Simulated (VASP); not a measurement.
# Ba (R-3m) in VASP: a series of runs

Runs on Ba. Level: PBEsol. Tasks: single point.

All numbers are computed with VASP 6.6.1; they aren't measurements. Logs are shortened: lines on timing, memory, paths and dates and some standing lists are left out, and cuts for length are marked.

## 1. The cell of the first run

It takes space group R-3m (No. 166, trigonal). Conventional cell: a = 3.909 Å, b = 3.909 Å, c = 11.675 Å, α = 90.00°, β = 90.00°, γ = 120.00°. Ba (site symmetry -3m) has 12 Ba at 3.91 to 4.50 Å within 5.1 Å.

## 2. Single point, PBEsol (51.50 Å³/atom)

INCAR

```
SYSTEM = Ba
PREC = Accurate ; ENCUT = 520
EDIFF = 1E-6 ; ISMEAR = 0
SIGMA = 0.15 ; LREAL = .False.
LASPH = .True. ; NELM = 100
ALGO = Fast ; ISIF = 2
LWAVE = .False. ; LCHARG = .False.
GGA = PS ; NBANDS = 11
```

KPOINTS

```
Automatic mesh
0
Gamma
  14 14 14
  0 0 0
```

POSCAR

```
Ba
1.0
    0.4042758517      3.1682401982      3.1682401982
    3.1682401982      0.4042758517      3.1682401982
    3.1682401982      3.1682401982      0.4042758517
Ba
1
Direct
    0.0000000000      0.0000000000      0.0000000000
```

Potentials or basis: VASP PAW PBE potentials, release 64 (Ba_sv).

The run is started by

```console
cat potpaw_PBE.64/Ba_sv/POTCAR > POTCAR
mpirun -np 1 vasp_std > vasp.out
```

OUTCAR:

```text
SYSTEM = Ba
   PREC = Accurate
   ENCUT = 520
   EDIFF = 1E-6
   ISMEAR = 0
   LREAL = .False.
   LASPH = .True.
   NELM = 100
   ISIF = 2
   GGA = PS

 ion  position               nearest neighbor table
   1  0.000  0.000  0.000-

  LATTYP: Found a trigonal (rhomboedric) cell.
 ALAT       =     4.4987699287
 COS(alpha) =     0.6225344630

  Lattice vectors:

 A1 = (   0.4042758517,   3.1682401982,   3.1682401982)
 A2 = (   3.1682401982,   0.4042758517,   3.1682401982)
 A3 = (   3.1682401982,   3.1682401982,   0.4042758517)

Analysis of symmetry for initial positions (statically):
=====================================================================
 Subroutine PRICEL returns:
 Original cell was already a primitive cell.

 Routine SETGRP: Setting up the symmetry group for a
 trigonal (rhombohedral) supercell.

 Subroutine GETGRP returns: Found 12 space group operations
 (whereof 12 operations were pure point group operations)
 out of a pool of 12 trial point group operations.

The static configuration has the point symmetry D_3d.

Analysis of symmetry for dynamics (positions and initial velocities):
=====================================================================
 Subroutine PRICEL returns:
 Original cell was already a primitive cell.

 Routine SETGRP: Setting up the symmetry group for a
 trigonal (rhombohedral) supercell.

 Subroutine GETGRP returns: Found 12 space group operations
 (whereof 12 operations were pure point group operations)
 out of a pool of 12 trial point group operations.

The dynamic configuration has the point symmetry D_3d.

 Subroutine INISYM returns: Found 12 space group operations
 (whereof 12 operations are pure point group operations),
 and found     1 'primitive' translations

----------------------------------------------------------------------------------------

                                     Primitive cell

  volume of cell :      51.4960

  direct lattice vectors                    reciprocal lattice vectors
     0.404275852  3.168240198  3.168240198    -0.191749009  0.170050158  0.170050158
     3.168240198  0.404275852  3.168240198     0.170050158 -0.191749009  0.170050158
     3.168240198  3.168240198  0.404275852     0.170050158  0.170050158 -0.191749009

  length of vectors
     4.498769929  4.498769929  4.498769929     0.307574048  0.307574048  0.307574048

  position of ions in fractional coordinates (direct lattice)
     0.000000000  0.000000000  0.000000000

  ion indices of the primitive-cell ions
   primitive index   ion index
                 1           1

----------------------------------------------------------------------------------------

 KPOINTS: Automatic mesh

Automatic generation of k-mesh.
 Grid dimensions read from file:
 generate k-points for:   14   14   14

 Generating k-lattice:

  Cartesian coordinates                     Fractional coordinates (reciprocal lattice)
    -0.013696358  0.012146440  0.012146440     0.071428571 -0.000000000 -0.000000000
     0.012146440 -0.013696358  0.012146440    -0.000000000  0.071428571 -0.000000000
     0.012146440  0.012146440 -0.013696358    -0.000000000 -0.000000000  0.071428571

  Length of vectors
     0.021969575  0.021969575  0.021969575

  Shift w.r.t. Gamma in fractional coordinates (k-lattice)
     0.000000000  0.000000000  0.000000000

 Subroutine IBZKPT returns following result:
 ===========================================

 Found    288 irreducible k-points:

 Following reciprocal coordinates:
            Coordinates               Weight
  0.000000  0.000000  0.000000      1.000000
  0.071429  0.000000  0.000000      6.000000
  0.142857  0.000000  0.000000      6.000000
  0.214286  0.000000  0.000000      6.000000
  0.285714  0.000000 -0.000000      6.000000
  0.357143  0.000000  0.000000      6.000000
[... 16 lines left out ...]
  0.214286  0.142857  0.000000     12.000000
  0.285714  0.142857 -0.000000     12.000000
 [... further k-points ...]
   k-points           NKPTS =    288   k-points in BZ     NKDIM =    288   number of bands    NBANDS=     11
   number of dos      NEDOS =    301   number of ions     NIONS =      1
   total plane-waves  NPLWV =  46656
   dimension x,y,z NGX =    36 NGY =   36 NGZ =   36
   dimension x,y,z NGXF=    72 NGYF=   72 NGZF=   72
   ions per type =               1
   NGX,Y,Z   is equivalent  to a cutoff of  13.30, 13.30, 13.30 a.u.
   NGXF,Y,Z  is equivalent  to a cutoff of  26.61, 26.61, 26.61 a.u.
 SYSTEM =  Ba
   PREC   = accura    normal or accurate (medium, high low for compatibility)
   ISTART =      0    job   : 0-new  1-cont  2-samecut
   ICHARG =      2    charge: 1-file 2-atom 10-const
   ISPIN  =      1    spin polarized calculation?
   LNONCOLLINEAR =      F non collinear calculations
   LSORBIT =      F    spin-orbit coupling
   LASPH  =      T    aspherical Exc in radial PAW
   ENCUT  =  520.0 eV  38.22 Ry    6.18 a.u.   8.36  8.36  8.36*2*pi/ulx,y,z
   NELM   =    100;   NELMIN=  2; NELMDL= -5     # of ELM steps
   EDIFF  = 0.1E-05   stopping-criterion for ELM
   LREAL  =      F    real-space projection
   EDIFFG = 0.1E-04   stopping-criterion for IOM
   NSW    =      0    number of steps for IOM
   IBRION =     -1    ionic relax: 0-MD 1-quasi-New 2-CG
   NFREE  =      0    steps in history (QN), initial steepest desc. (CG)
   ISIF   =      2    stress and relaxation
   ISYM   =      2    0-nonsym 1-usesym 2-fastsym
   POTIM  = 0.5000    time-step for ionic-motion
   TEBEG  =    0.0;   TEEND  =   0.0 temperature during run
   PSTRESS=    0.0 pullay stress
   NELECT =      10.0000    total number of electrons
   NUPDOWN=      -1.0000    fix difference up-down
   EMIN   =  10.00;   EMAX   =-10.00  energy-range for DOS
   EFERMI =   0.00;   METHOD = LEGACY
   ISMEAR =     0;   SIGMA  =   0.15  broadening in eV -4-tet -1-fermi 0-gaus
   EFERMI_NEDOS =   21; number of points for ismear=-14 and -15
   IALGO  =     68    algorithm
   IMIX   =      4    mixing-type and parameters
     AMIX     =   0.40;   BMIX     =  1.00
     AMIX_MAG =   1.60;   BMIX_MAG =  1.00
  volume/ion in A,a.u.               =      51.50       347.51
  Fermi-wavevector in a.u.,A,eV,Ry     =   0.948019  1.791496 12.228098  0.898740
  Thomas-Fermi vector in A             =   2.076168
   LORBIT       =      0    0 simple, 1 ext, 2 COOP (PROOUT), +10 PAW based schemes
   GGA     = PS    functional components
   LHFCALC =     F    Hartree Fock is set to
   AEXX    =    0.0000 exact exchange contribution
   IVDW    =     0    specifies the selected vdW correction
   LEPSILON=     F    determine dielectric tensor
   LRPA    =     F    only Hartree local field effects (RPA)
 non-spin polarized calculation
 RMM-DIIS sequential band-by-band and
 Gauss-broadening in eV      SIGMA  =   0.15
  energy-cutoff  :      520.00
  volume of cell :       51.50
 maximum number of plane-waves:      1413
 NGX is ok and might be reduce to    36
   NGX = 17   NGY = 17   NGZ = 17

 number of electron      10.0000000 magnetization

 Free energy of the ion-electron system (eV)
  ---------------------------------------------------
  ext. energy  EPLUGINS =         0.00000000
  ---------------------------------------------------
  free energy    TOTEN  =        -1.99567149 eV

  energy without entropy =       -1.97553144  energy(sigma->0) =       -1.98560147

 E-fermi :   2.2034     XC(G=0):  -8.1767

 val. band max:        2.1953009066   @ k =  -0.3571   0.5000   0.0714
 cond. band min:       2.2078925135   @ k =  -0.2143   0.5000   0.0714
 fundamental gap:      0.0125916069
 Fermi energy:         2.2033801251

 k-point     1 :       0.0000    0.0000    0.0000
  band No.  band energies     occupation
      1     -26.3732      2.00000
      2     -11.2875      2.00000
      3     -10.9827      2.00000
      4     -10.9827      2.00000
      5      -0.5293      2.00000
      6       3.0309      0.00000
      7       4.5940      0.00000
      8       4.5940      0.00000
      9       6.6370      0.00000
     10       6.6370      0.00000
     11       8.6536      0.00000

 k-point     2 :       0.0714    0.0000    0.0000
  band No.  band energies     occupation
      1     -26.3659      2.00000
      2     -11.2870      2.00000
      3     -11.0497      2.00000
      4     -10.9954      2.00000
      5      -0.3976      2.00000
      6       3.1132      0.00000
      7       4.4067      0.00000
      8       4.7112      0.00000
      9       6.3190      0.00000
     10       6.5265      0.00000
     11       9.0824      0.00000

 k-point     3 :       0.1429    0.0000    0.0000
  band No.  band energies     occupation
      1     -26.3453      2.00000
      2     -11.2935      2.00000
      3     -11.2231      2.00000
      4     -11.0306      2.00000
      5      -0.0352      2.00000
      6       3.3306      0.00000
      7       3.9979      0.00000
      8       5.0462      0.00000
      9       5.7714      0.00000
     10       6.2646      0.00000
     11       9.7138      0.00000

 k-point     4 :       0.2143    0.0000    0.0000
  band No.  band energies     occupation
      1     -26.3154      2.00000
      2     -11.4912      2.00000
      3     -11.2715      2.00000
      4     -11.0806      2.00000
      5       0.4603      2.00000
      6       3.4718      0.00000
      7       3.7070      0.00000
      8       5.4122      0.00000
      9       5.4554      0.00000
     10       6.0883      0.00000
     11       9.4048      0.00000
[... 239 lines left out ...]
 k-point    22 :       0.1429    0.1429    0.0000
  band No.  band energies     occupation
      1     -26.3430      2.00000
      2     -11.3265      2.00000
      3     -11.2147      2.00000
      4     -11.0440      2.00000
      5       0.0753      2.00000
      6       3.1507      0.00000
      7       4.1877      0.00000
      8       5.0403      0.00000
      9       5.3824      0.00000
     10       6.7238      0.00000
     11      10.0220      0.00000

 k-point    23 :       0.2143    0.1429    0.0000
  band No.  band energies     occupation
      1     -26.3234      2.00000
      2     -11.3982      2.00000
      3     -11.3010      2.00000
      4     -11.0871      2.00000
      5       0.4429      2.00000
      6       3.1230      0.00000
      7       4.0612      0.00000
      8       5.0226      0.00000
      9       5.4133      0.00000
     10       6.6202      0.00000
     11      10.6597      0.00000

 k-point    24 :       0.2857    0.1429   -0.0000
  band No.  band energies     occupation
      1     -26.2957      2.00000
      2     -11.5821      2.00000
      3     -11.3165      2.00000
      4     -11.1568      2.00000
      5       0.9267      2.00000
      6       3.1280      0.00000
      7       3.8070      0.00000
      8       4.8667      0.00000
      9       5.8398      0.00000
     10       6.5996      0.00000
     11      10.4743      0.00000

 [... further k-points ...]
[... 5 lines left out ...]
  --------------------------------------------------------------------------------------
  -------------------------------------------------------------------------------------
  Total        0.5084622      0.5084622      0.5084622     -0.5877435     -0.5877435     -0.5877435
  in kB       15.8196092     15.8196092     15.8196092    -18.2862605    -18.2862605    -18.2862605
  external PRESSURE =      15.8196092 kB  Pullay stress =       0.0000000 kB

 VOLUME and BASIS-vectors are now :
 -----------------------------------------------------------------------------
  energy-cutoff  :      520.00
  volume of cell :       51.50
      direct lattice vectors                 reciprocal lattice vectors
     0.404275852  3.168240198  3.168240198    -0.191749009  0.170050158  0.170050158
     3.168240198  0.404275852  3.168240198     0.170050158 -0.191749009  0.170050158
     3.168240198  3.168240198  0.404275852     0.170050158  0.170050158 -0.191749009

 POSITION                                       TOTAL-FORCE (eV/Angst)
 -----------------------------------------------------------------------------------
      0.00000      0.00000      0.00000         0.000000     -0.000000      0.000000
 -----------------------------------------------------------------------------------
    total drift:                               -0.000000     -0.000000     -0.000000

  FREE ENERGIE OF THE ION-ELECTRON SYSTEM (eV)
  ---------------------------------------------------
  free  energy   TOTEN  =        -1.9956714936 eV

  energy  without entropy=       -1.9755314383  energy(sigma->0) =       -1.98560147
```

Run time: 2.3 min. Hardware: 1 thread of Intel Xeon Platinum 8488C (Sapphire Rapids), shared host; peak memory 0.32 GiB.

What came out:

| Property | Result |
| --- | --- |
| Free energy | -1.9957 eV |
| Pressure | 1.6 GPa |
| Band gap on the k mesh | zero (bands 5 and 6 overlap by 0.93 eV) |

Caveat: the PAW data sets were made with another functional, which shifts forces and pressure a little; spin-orbit coupling is left out, which moves the levels of the heavy elements.

## 3. Single point, PBEsol (53.84 Å³/atom)

This run uses another cell than the first one, of 53.84 Å³/atom.

INCAR

```
SYSTEM = Ba
PREC = Accurate ; ENCUT = 520
EDIFF = 1E-6 ; ISMEAR = 0
SIGMA = 0.15 ; LREAL = .False.
LASPH = .True. ; NELM = 100
ALGO = Fast ; ISIF = 2
LWAVE = .False. ; LCHARG = .True.
GGA = PS ; LELF = .True.
LVHAR = .True. ; NBANDS = 11
```

KPOINTS is that of step 2.

POSCAR

```
Ba
1.0
   -0.7468606317      2.6738750859      2.6738750859
    2.6738750859     -0.7468606317      2.6738750859
    2.6738750859      2.6738750859     -0.7468606317
Ba
1
Direct
    0.0000000000      0.0000000000      0.0000000000
```

Potentials or basis: VASP PAW PBE potentials, release 64 (Ba_sv).

The run is started by

```console
cat potpaw_PBE.64/Ba_sv/POTCAR > POTCAR
mpirun -np 1 vasp_std > vasp.out
```

Run time: 1.7 min. Hardware: 1 thread of Intel Xeon Platinum 8488C (Sapphire Rapids), shared host; peak memory 0.29 GiB.

Results (log left out):

```
Free energy            : -1.9203 eV
Pressure               : 1.0 GPa
Band gap on the k mesh : zero (bands 5 and 6 overlap by 0.16 eV)
```

Stress tensor (GPa, compression positive):
```
0.96 0.66 0.66
0.66 0.96 0.66
0.66 0.66 0.96
```

Levels at points of the mesh, in eV from the Fermi level:
```
           k point  band 3  band 4  band 5  band 6  band 7  band 8
(0.00, 0.00, 0.00)  -13.64  -13.55   -2.72    0.34    0.34    4.63
(0.50, 0.00, 0.00)  -13.58  -13.54   -0.86    0.62    1.19    3.44
(0.50, 0.50, 0.00)  -14.23  -13.52   -1.14    0.13    3.13    4.02
(0.50, 0.50, 0.50)  -14.09  -14.09   -0.90    0.55    0.55    3.70
```

Caveat: the PAW data sets were made with another functional, which shifts forces and pressure a little; spin-orbit coupling is left out, which moves the levels of the heavy elements.

## 4. Single point, PBEsol (53.84 Å³/atom)

This run uses another cell than the first one, of 53.84 Å³/atom.

INCAR

```
SYSTEM = Ba
PREC     = Accurate       ! precision mode
ENCUT    = 520            ! plane-wave cutoff, eV
EDIFF    = 1E-7           ! SCF threshold, eV
ISMEAR   = 0              ! smearing method
SIGMA    = 0.15           ! smearing width, eV
LREAL    = .FALSE.        ! projectors in reciprocal space
LASPH    = .TRUE.         ! aspherical terms in the spheres
NELM     = 60             ! most SCF steps
ALGO     = Fast           ! electronic algorithm
ISIF     = 2              ! what is computed and relaxed
LWAVE    = .FALSE.        ! write WAVECAR
LCHARG   = .TRUE.         ! write CHGCAR
GGA      = PS             ! functional
LELF     = .TRUE.         ! ELF
LVHAR    = .TRUE.       
NBANDS   = 11             ! bands
```

KPOINTS

```
Automatic mesh
0
G
  14 14 14
  0 0 0
```

POSCAR

```
Ba
1.0
    1.8573891408      4.1578463377      4.1578463377
    4.1578463377      1.8573891408      4.1578463377
    4.1578463377      4.1578463377      1.8573891408
Ba
1
Direct
    0.0000000000      0.0000000000      0.0000000000
```

The run is started by

```console
cat potpaw_PBE.64/Ba_sv/POTCAR > POTCAR
mpirun -np 1 vasp_std > vasp.out
```

Wall time 8.9 min (1 thread of Intel Xeon Platinum 8488C (Sapphire Rapids), shared host); peak memory 0.44 GiB.

Results (log left out):

```yaml
Free_energy: -0.6683 eV
Pressure: 5.4 GPa
Band_gap_on_the_k_mesh: zero (bands 5 and 6 overlap by 1.23 eV)
```

Stress tensor (GPa, compression positive):
```
 5.39 -4.14 -4.14
-4.14  5.39 -4.14
-4.14 -4.14  5.39
```

Levels at points of the mesh, in eV from the Fermi level:
```
           k point  band 2  band 3  band 4  band 5  band 6  band 7  band 8  band 9
(0.00, 0.00, 0.00)  -14.24  -11.92  -11.92   -1.62   -0.24    2.78    2.78    3.91
(0.50, 0.00, 0.00)  -16.03  -13.36  -12.91   -1.44   -0.60    2.89    3.94    5.28
(0.50, 0.50, 0.00)  -16.03  -13.37  -12.91   -1.44   -0.76    3.60    4.34    5.39
(0.50, 0.50, 0.50)  -14.26  -11.92  -11.92   -0.66    0.29    1.02    2.78    2.78
```

Caveat: the cell stands under pressure; the PAW data sets were made with another functional, which shifts forces and pressure a little; spin-orbit coupling is left out, which moves the levels of the heavy elements.

## 5. Overview

| cell | further INCAR settings | gap on the mesh (eV) | pressure (GPa) |
| --- | --- | --- | --- |
| a = 4.499 Å, angles 51.5°, 1 atom | ALGO = Fast; EDIFF = 1e-06; NBANDS = 11 | none | 1.6 |
| a = 3.854 Å, angles 77.7°, 1 atom | ALGO = Fast; EDIFF = 1e-06; NBANDS = 11 | none | 1.0 |
| a = 6.166 Å, angles 30.6°, 1 atom | ALGO = Fast; EDIFF = 1e-07; NBANDS = 11 | none | 5.4 |

Alike in all rows: task single point; level PBEsol; potentials or basis VASP PAW PBE potentials, release 64 (Ba_sv); no spin polarisation; k mesh 14 × 14 × 14; cutoff (eV) 520; smearing gaussian 0.15 eV.

Caveats: the PAW data sets were made with another functional, which shifts forces and pressure a little; spin-orbit coupling is left out, which moves the levels of the heavy elements; the cell stands under pressure (at least some runs).

Absolute energies hang on the potentials; compare differences alone.
